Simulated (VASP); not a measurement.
Ca3H2C: single point with PBE

Ca3H2C:

```
Ca H C
1.0
     3.20275    0.00000    0.00000
     0.00000    3.20275    0.00000
     0.00000    0.00000    9.60826
Ca H C
3 2 1
Cartesian
  0.0000 0.0000 8.0069
  0.0000 0.0000 1.6014
  0.0000 0.0000 4.8041
  1.6014 1.6014 3.2028
  1.6014 1.6014 6.4055
  1.6014 1.6014 0.0000
```

```
Program                : VASP 6.6.1
Task                   : single point
Functional             : PBE
Potentials or basis    : VASP PAW PBE potentials, release 64 (Ca_sv, H, C)
Cutoff                 : 520 eV
k mesh                 : 6 × 6 × 2
Occupations            : gaussian, width 0.1 eV
Spin                   : no spin polarisation
Dipole correction      : no
Further INCAR settings : ALGO = Normal; EDIFF = 1e-06; NBANDS = 27
```

```json
{"Pressure": "-2.6 GPa", "Largest force": "1.708 eV/Å", "Band gap on the k mesh": "zero (bands 18 and 19 overlap by 0.31 eV)"}
```

Forces in eV/Å, atoms in the order of the input:
```
Ca   0.000  0.000  1.708
Ca   0.000  0.000 -1.708
Ca   0.000  0.000  0.000
H    0.000  0.000  0.429
H    0.000  0.000 -0.429
C    0.000  0.000  0.000
```

Stress tensor (GPa, compression positive):
```
-2.83  0.00  0.00
 0.00 -2.83  0.00
 0.00  0.00 -2.09
```

Levels at points of the mesh, in eV from the Fermi level:
| k point | band 16 | band 17 | band 18 | band 19 | band 20 | band 21 |
| --- | --- | --- | --- | --- | --- | --- |
| (0.00, 0.00, 0.00) | -1.99 | -0.83 | 0.28 | 0.76 | 0.90 | 0.90 |
| (0.50, 0.00, 0.00) | -2.91 | -1.08 | -0.73 | 0.33 | 1.00 | 1.08 |
| (0.50, 0.50, 0.00) | -2.06 | -2.06 | -0.70 | 0.00 | 0.00 | 0.87 |
| (0.00, 0.00, 0.50) | -2.65 | -0.18 | 0.29 | 0.89 | 0.89 | 1.07 |
| (0.50, 0.00, 0.50) | -2.81 | -1.42 | -0.72 | 0.89 | 1.08 | 1.16 |
| (0.50, 0.50, 0.50) | -2.08 | -2.08 | -1.45 | 0.12 | 0.12 | 1.34 |

It took 66 s on 1 thread of Intel(R) Xeon(R) Platinum 8259CL CPU @ 2.50GHz (Skylake/Cascade Lake), with other jobs on the host, peak memory 0.21 GiB.

Caveat: forces of over 1 eV/Å act on the atoms, so gaps and moduli don't describe the material at rest.
